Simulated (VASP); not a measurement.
# S in VASP: further runs

S is run at these levels: PBE+D3(BJ); tasks: single point.

All numbers are computed with VASP 6.6.1; they aren't measurements. Logs are shortened: lines on timing, memory, paths and dates and some standing lists are left out, and cuts for length are marked.

## (1) The cell of the first run

The typed cell holds 1 atom: a = 2.486 Å, b = 2.486 Å, c = 2.486 Å, α = 90.01°, β = 90.01°, γ = 90.01°.

## (2) Single point, PBE+D3(BJ)

INCAR reads:

```
SYSTEM = S
PREC = Accurate
ENCUT = 520
EDIFF = 1E-6
ISMEAR = -1
SIGMA = 0.1
LREAL = .FALSE.
LASPH = .TRUE.
NELM = 80
ALGO = Normal
ISIF = 2
LWAVE = .FALSE.
LCHARG = .FALSE.
GGA = PE
IVDW = 12
NBANDS = 9
```

KPOINTS reads:

```
regular mesh
0
G
  15 15 15
  0 0 0
```

POSCAR reads:

```
S
1.0
    1.7581679404      1.0150784559      1.4353394772
   -1.7581679404      1.0150784559      1.4353394772
    0.0000000000     -2.0301577451      1.4353388880
S
1
Direct
    0.0000000000      0.0000000000      0.0000000000
```

Potentials or basis: VASP PAW PBE potentials, release 64 (S).

Started as:

```
> cat potpaw_PBE.64/S/POTCAR > POTCAR
> mpirun -np 1 vasp_std > vasp.out
```

OUTCAR:

```text
SYSTEM = S
   PREC = Accurate
   ENCUT = 520
   EDIFF = 1E-6
   ISMEAR = -1
   LREAL = .FALSE.
   LASPH = .TRUE.
   NELM = 80
   ISIF = 2
   GGA = PE
   IVDW = 12
 IVDW          = 12

 ion  position               nearest neighbor table
   1  0.000  0.000  0.000-

  LATTYP: Found a trigonal (rhomboedric) cell.
 ALAT       =     2.4863101563
 COS(alpha) =    -0.0000923398

  Lattice vectors:

 A1 = (   1.7581679404,   1.0150784559,   1.4353394772)
 A2 = (  -1.7581679404,   1.0150784559,   1.4353394772)
 A3 = (   0.0000000000,  -2.0301577451,   1.4353388880)

Analysis of symmetry for initial positions (statically):
=====================================================================
 Subroutine PRICEL returns:
 Original cell was already a primitive cell.

 Routine SETGRP: Setting up the symmetry group for a
 trigonal (rhombohedral) supercell.

 Subroutine GETGRP returns: Found 12 space group operations
 (whereof 12 operations were pure point group operations)
 out of a pool of 12 trial point group operations.

The static configuration has the point symmetry D_3d.

Analysis of symmetry for dynamics (positions and initial velocities):
=====================================================================
 Subroutine PRICEL returns:
 Original cell was already a primitive cell.

 Routine SETGRP: Setting up the symmetry group for a
 trigonal (rhombohedral) supercell.

 Subroutine GETGRP returns: Found 12 space group operations
 (whereof 12 operations were pure point group operations)
 out of a pool of 12 trial point group operations.

The dynamic configuration has the point symmetry D_3d.

 Subroutine INISYM returns: Found 12 space group operations
 (whereof 12 operations are pure point group operations),
 and found     1 'primitive' translations

----------------------------------------------------------------------------------------

                                     Primitive cell

  volume of cell :      15.3697

  direct lattice vectors                    reciprocal lattice vectors
[... 80 lines left out ...]
   LNONCOLLINEAR =      F non collinear calculations
   LSORBIT =      F    spin-orbit coupling
   LASPH  =      T    aspherical Exc in radial PAW
   ENCUT  =  520.0 eV  38.22 Ry    6.18 a.u.   4.62  4.62  4.62*2*pi/ulx,y,z
   NELM   =     80;   NELMIN=  2; NELMDL= -5     # of ELM steps
   EDIFF  = 0.1E-05   stopping-criterion for ELM
   LREAL  =      F    real-space projection
   EDIFFG = 0.1E-04   stopping-criterion for IOM
   NSW    =      0    number of steps for IOM
   IBRION =     -1    ionic relax: 0-MD 1-quasi-New 2-CG
   NFREE  =      0    steps in history (QN), initial steepest desc. (CG)
   ISIF   =      2    stress and relaxation
   ISYM   =      2    0-nonsym 1-usesym 2-fastsym
   POTIM  = 0.5000    time-step for ionic-motion
   TEBEG  =    0.0;   TEEND  =   0.0 temperature during run
   PSTRESS=    0.0 pullay stress
   NELECT =       6.0000    total number of electrons
   NUPDOWN=      -1.0000    fix difference up-down
   EMIN   =  10.00;   EMAX   =-10.00  energy-range for DOS
   EFERMI =   0.00;   METHOD = LEGACY
   ISMEAR =    -1;   SIGMA  =   0.10  broadening in eV -4-tet -1-fermi 0-gaus
   EFERMI_NEDOS =   21; number of points for ismear=-14 and -15
   IALGO  =     38    algorithm
   IMIX   =      4    mixing-type and parameters
     AMIX     =   0.40;   BMIX     =  1.00
     AMIX_MAG =   1.60;   BMIX_MAG =  1.00
  volume/ion in A,a.u.               =      15.37       103.72
  Fermi-wavevector in a.u.,A,eV,Ry     =   1.196474  2.261008 19.477422  1.431550
  Thomas-Fermi vector in A             =   2.332413
   LORBIT       =      0    0 simple, 1 ext, 2 COOP (PROOUT), +10 PAW based schemes
   GGA     = PE    functional components
   LHFCALC =     F    Hartree Fock is set to
   AEXX    =    0.0000 exact exchange contribution
   IVDW    =    12    specifies the selected vdW correction
   LEPSILON=     F    determine dielectric tensor
   LRPA    =     F    only Hartree local field effects (RPA)
 non-spin polarized calculation
  energy-cutoff  :      520.00
  volume of cell :       15.37
 maximum number of plane-waves:       437
   NGX =  9   NGY =  9   NGZ =  9

 number of electron       5.9999999 magnetization

 Free energy of the ion-electron system (eV)
  ---------------------------------------------------
  ext. energy  EPLUGINS =         0.00000000
  ---------------------------------------------------
  free energy    TOTEN  =        -3.46457252 eV

  energy without entropy =       -3.45371533  energy(sigma->0) =       -3.45914393

 E-fermi :   8.7381     XC(G=0): -11.0884

 val. band max:        8.6495629652   @ k =  -0.1333   0.2667   0.0667
 cond. band min:       8.7393757849   @ k =   0.1333   0.1333   0.1333
 fundamental gap:      0.0898128197
 Fermi energy:         8.7381480142

 k-point     1 :       0.0000    0.0000    0.0000
  band No.  band energies     occupation
      1      -9.5032      2.00000
      2      10.3807      0.00000
      3      10.3816      0.00000
      4      10.3816      0.00000
      5      15.6319      0.00000
      6      15.6319      0.00000
      7      19.8906      0.00000
      8      31.3212      0.00000
      9      31.3219      0.00000
[... 265 lines left out ...]
 k-point    24 :       0.2000    0.1333    0.0000
  band No.  band energies     occupation
      1      -8.3764      2.00000
      2       5.7613      2.00000
      3       8.1927      1.99149
      4      11.1408      0.00000
      5      17.6412      0.00000
      6      20.9038      0.00000
      7      22.6172      0.00000
      8      25.9476      0.00000
      9      27.5404      0.00000

 [... further k-points ...]

------------------------ aborting loop because EDIFF is reached ----------------------------------------

 Edisp (eV)   -0.39985

 E8    (eV) :    -0.1448

  FORCE on cell =-STRESS in cart. coord.  units (eV):
  Direction    XX          YY          ZZ          XY          YZ          ZX
  --------------------------------------------------------------------------------------
  -------------------------------------------------------------------------------------
  Total       0.69783     0.69783     0.69791     0.00000    -0.00000     0.00000
  in kB      72.74385    72.74385    72.75224     0.00000    -0.00000     0.00000
  external pressure =       72.75 kB  Pullay stress =        0.00 kB

 VOLUME and BASIS-vectors are now :
 -----------------------------------------------------------------------------
  energy-cutoff  :      520.00
  volume of cell :       15.37
      direct lattice vectors                 reciprocal lattice vectors
     1.758167940  1.015078456  1.435339477     0.284386940  0.164190831  0.232233161
    -1.758167940  1.015078456  1.435339477    -0.284386940  0.164190831  0.232233161
     0.000000000 -2.030157745  1.435338888     0.000000000 -0.328381797  0.232233066

 POSITION                                       TOTAL-FORCE (eV/Angst)
 -----------------------------------------------------------------------------------
      0.00000      0.00000      0.00000        -0.000000      0.000000     -0.000000
 -----------------------------------------------------------------------------------
    total drift:                                0.000000     -0.000000      0.000000

  FREE ENERGIE OF THE ION-ELECTRON SYSTEM (eV)
  ---------------------------------------------------
  free  energy   TOTEN  =        -3.8644250484 eV

  energy  without entropy=       -3.8535678619  energy(sigma->0) =       -3.85899646
```

OSZICAR:

```text
N       E                     dE             d eps       ncg     rms          rms(c)
DAV:   1     0.806103602845E+01    0.80610E+01   -0.29868E+03  6321   0.562E+02
DAV:   2    -0.321710326312E+01   -0.11278E+02   -0.10714E+02  8831   0.790E+01
DAV:   3    -0.345948417838E+01   -0.24238E+00   -0.24015E+00  7277   0.102E+01
DAV:   4    -0.346016976253E+01   -0.68558E-03   -0.68551E-03  9184   0.619E-01
DAV:   5    -0.346017045026E+01   -0.68773E-06   -0.68795E-06  7485   0.152E-02    0.126E+01
DAV:   6    -0.346245756651E+01   -0.22871E-02   -0.76245E-04  7607   0.217E-01    0.759E+00
DAV:   7    -0.346446505577E+01   -0.20075E-02   -0.17753E-03  6628   0.345E-01    0.476E-02
DAV:   8    -0.346454342301E+01   -0.78367E-04   -0.39526E-05  7673   0.497E-02    0.255E-02
DAV:   9    -0.346457203817E+01   -0.28615E-04   -0.32261E-05  6621   0.409E-02    0.959E-03
DAV:  10    -0.346457251842E+01   -0.48025E-06   -0.33903E-07  7704   0.431E-03
   1 F= -.38644250E+01 E0= -.38589965E+01  d E =-.108572E-01
```

Run time: 30 s. Hardware: 1 thread of AMD EPYC 7R13, shared host; peak memory 0.12 GiB.

Results:

| Item | Value |
| --- | --- |
| Free energy | -3.8644 eV |
| Pressure | 7.3 GPa |
| Band gap on the k mesh | zero (band 3 reaches 12.19 eV, above the bottom of band 4 at 4.58 eV) |
| Dispersion energy per atom | -0.400 eV |

Caveat: three body term missing; pairwise dispersion overbinds metals, which lowers pressure and volume.

## (3) Single point, PBE+D3(BJ)

This run uses another cell than the first one, of 15.63 Å³/atom, 1.017 times its volume.

INCAR reads:

```
PREC = Accurate
ENCUT = 520
EDIFF = 1E-6
ISMEAR = -1
SIGMA = 0.1
LREAL = F
LASPH = T
NELM = 80
ALGO = Normal
ISIF = 2
LWAVE = F
LCHARG = F
GGA = PE
IVDW = 12
NBANDS = 9
```

KPOINTS reads:

```
regular mesh
0
Gamma
  15 15 15
```

POSCAR reads:

```
S
1.0
    1.7683473591      1.0209555446      1.4427934754
   -1.7683473591      1.0209555446      1.4427934754
    0.0000000000     -2.0419119268      1.4427928827
S
1
Direct
    0.0000000000      0.0000000000      0.0000000000
```

Potentials or basis: VASP PAW PBE potentials, release 64 (S).

Started as:

```
> cat potpaw_PBE.64/S/POTCAR > POTCAR
> mpirun -np 1 vasp_std > vasp.out
```

OUTCAR:

```text
PREC = Accurate
   ENCUT = 520
   EDIFF = 1E-6
   ISMEAR = -1
   LREAL = F
   LASPH = T
   NELM = 80
   ISIF = 2
   GGA = PE
   IVDW = 12
 IVDW          = 12

 ion  position               nearest neighbor table
   1  0.000  0.000  0.000-

  LATTYP: Found a trigonal (rhomboedric) cell.
 ALAT       =     2.5002111149
 COS(alpha) =    -0.0004877809

  Lattice vectors:

 A1 = (   1.7683473591,   1.0209555446,   1.4427934754)
 A2 = (  -1.7683473591,   1.0209555446,   1.4427934754)
 A3 = (   0.0000000000,  -2.0419119268,   1.4427928827)

Analysis of symmetry for initial positions (statically):
=====================================================================
 Subroutine PRICEL returns:
 Original cell was already a primitive cell.

 Routine SETGRP: Setting up the symmetry group for a
 trigonal (rhombohedral) supercell.

 Subroutine GETGRP returns: Found 12 space group operations
 (whereof 12 operations were pure point group operations)
 out of a pool of 12 trial point group operations.

[... 162 lines left out ...]
 cond. band min:       8.5018375886   @ k =   0.3333   0.3333   0.2000
 fundamental gap:      0.0458940691
 Fermi energy:         8.4605262289

 k-point     1 :       0.0000    0.0000    0.0000
  band No.  band energies     occupation
      1      -9.5775      2.00000
      2      10.0763      0.00000
      3      10.0810      0.00000
      4      10.0810      0.00000
      5      15.4343      0.00000
      6      15.4343      0.00000
      7      19.4859      0.00000
      8      30.8978      0.00000
      9      30.9012      0.00000
[... 265 lines left out ...]
 k-point    24 :       0.2000    0.1333    0.0000
  band No.  band energies     occupation
      1      -8.4705      2.00000
      2       5.5591      2.00000
      3       7.9403      1.98905
      4      10.8214      0.00000
      5      17.3890      0.00000
      6      20.5680      0.00000
      7      22.2500      0.00000
      8      25.5759      0.00000
      9      27.1680      0.00000

 [... further k-points ...]

------------------------ aborting loop because EDIFF is reached ----------------------------------------

 Edisp (eV)   -0.39311

 E8    (eV) :    -0.1423

  FORCE on cell =-STRESS in cart. coord.  units (eV):
  Direction    XX          YY          ZZ          XY          YZ          ZX
  --------------------------------------------------------------------------------------
  -------------------------------------------------------------------------------------
  Total       0.51806     0.51806     0.51858     0.00000    -0.00000     0.00000
  in kB      53.10822    53.10822    53.16166     0.00000    -0.00000     0.00000
  external pressure =       53.13 kB  Pullay stress =        0.00 kB

 VOLUME and BASIS-vectors are now :
 -----------------------------------------------------------------------------
  energy-cutoff  :      520.00
  volume of cell :       15.63
      direct lattice vectors                 reciprocal lattice vectors
     1.768347359  1.020955545  1.442793475     0.282749878  0.163245673  0.231033360
    -1.768347359  1.020955545  1.442793475    -0.282749878  0.163245673  0.231033360
     0.000000000 -2.041911927  1.442792883     0.000000000 -0.326491481  0.231033265

 POSITION                                       TOTAL-FORCE (eV/Angst)
 -----------------------------------------------------------------------------------
      0.00000      0.00000      0.00000         0.000000     -0.000000     -0.000000
 -----------------------------------------------------------------------------------
    total drift:                               -0.000000     -0.000000     -0.000000

  FREE ENERGIE OF THE ION-ELECTRON SYSTEM (eV)
  ---------------------------------------------------
  free  energy   TOTEN  =        -3.8746717971 eV

  energy  without entropy=       -3.8633548873  energy(sigma->0) =       -3.86901334
```

It took 36 s on 1 thread of AMD EPYC 7R13, shared host; peak memory 0.13 GiB.

Results:

```
Free energy                : -3.8747 eV
Pressure                   : 5.3 GPa
Band gap on the k mesh     : zero (band 3 reaches 11.84 eV, above the bottom of band 4 at 4.37 eV)
Dispersion energy per atom : -0.393 eV
```

Caveat: three body term missing; pairwise dispersion overbinds metals, which lowers pressure and volume.

## (4) Single point, PBE+D3(BJ)

This run uses another cell than the first one, of 15.91 Å³/atom, 1.035 times its volume.

INCAR reads:

```
SYSTEM = S
PREC = Accurate
ENCUT = 520
EDIFF = 1E-6
ISMEAR = -1
SIGMA = 0.1
LREAL = .False.
LASPH = .True.
NELM = 60
ALGO = Normal
ISIF = 2
LWAVE = .False.
LCHARG = .False.
GGA = PE
IVDW = 12
NBANDS = 9
```

KPOINTS reads:

```
Automatic mesh
0
Gamma
  15 15 15
  0 0 0
```

POSCAR reads:

```
S
1.0
    1.7786724981      1.0269167647      1.4518594772
   -1.7786724981      1.0269167647      1.4518594772
    0.0000000000     -2.0538343721      1.4518588811
S
1
Direct
    0.0000000000      0.0000000000      0.0000000000
```

Started as:

```
> cat potpaw_PBE.64/S/POTCAR > POTCAR
> mpirun -np 1 vasp_std > vasp.out
```

It took 40 s on 1 thread of AMD EPYC 7R13, shared host; peak memory 0.13 GiB.

The run converged. Its results:

```yaml
Free_energy: -3.8824 eV
Pressure: 3.4 GPa
Band_gap_on_the_k_mesh: zero (band 3 reaches 11.47 eV, above the bottom of band 4 at 4.16 eV)
Dispersion_energy_per_atom: -0.386 eV
```

Levels at points of the mesh, in eV from the Fermi level:
```
           k point  band 1  band 2  band 3  band 4  band 5  band 6  band 7
(0.00, 0.00, 0.00)  -17.82    1.59    1.59    1.59    7.06    7.06   10.89
```

Caveat: three body term missing; pairwise dispersion overbinds metals, which lowers pressure and volume.

## (5) Single point, PBE+D3(BJ)

This run uses another cell than the first one, of 16.22 Å³/atom, 1.055 times its volume.

INCAR reads:

```
PREC     = Accurate       # precision mode
ENCUT    = 520            # plane-wave cutoff, eV
EDIFF    = 1E-6           # SCF threshold, eV
ISMEAR   = -1             # smearing method
SIGMA    = 0.1            # smearing width, eV
LREAL    = F              # projectors in reciprocal space
LASPH    = T              # aspherical terms in the spheres
NELM     = 60             # most SCF steps
ALGO     = Normal         # electronic algorithm
ISIF     = 2              # what is computed and relaxed
LWAVE    = F              # write WAVECAR
LCHARG   = F              # write CHGCAR
GGA      = PE             # functional
IVDW     = 12             # dispersion correction
NBANDS   = 9              # bands
```

KPOINTS reads:

```
Automatic mesh
0
Gamma
  15 15 15
```

POSCAR reads:

```
S
1.0
    1.7900176566      1.0334668931      1.4614409503
   -1.7900176566      1.0334668931      1.4614409503
    0.0000000000     -2.0669346346      1.4614403503
S
1
Direct
    0.0000000000      0.0000000000      0.0000000000
```

Started as:

```
> cat potpaw_PBE.64/S/POTCAR > POTCAR
> mpirun -np 1 vasp_std > vasp.out
```

Wall time 45 s (1 thread of AMD EPYC 7R13, shared host); peak memory 0.13 GiB.

The run converged. Its results:

```
Free energy                : -3.8870 eV
Pressure                   : 1.4 GPa
Band gap on the k mesh     : zero (band 3 reaches 11.07 eV, above the bottom of band 4 at 3.93 eV)
Dispersion energy per atom : -0.378 eV
```

Levels at points of the mesh, in eV from the Fermi level:
```
           k point  band 1  band 2  band 3  band 4  band 5  band 6  band 7
(0.00, 0.00, 0.00)  -17.60    1.56    1.56    1.56    7.15    7.15   10.75
```

Caveat: three body term missing; pairwise dispersion overbinds metals, which lowers pressure and volume.

(Part 1 of 2 ends here.)
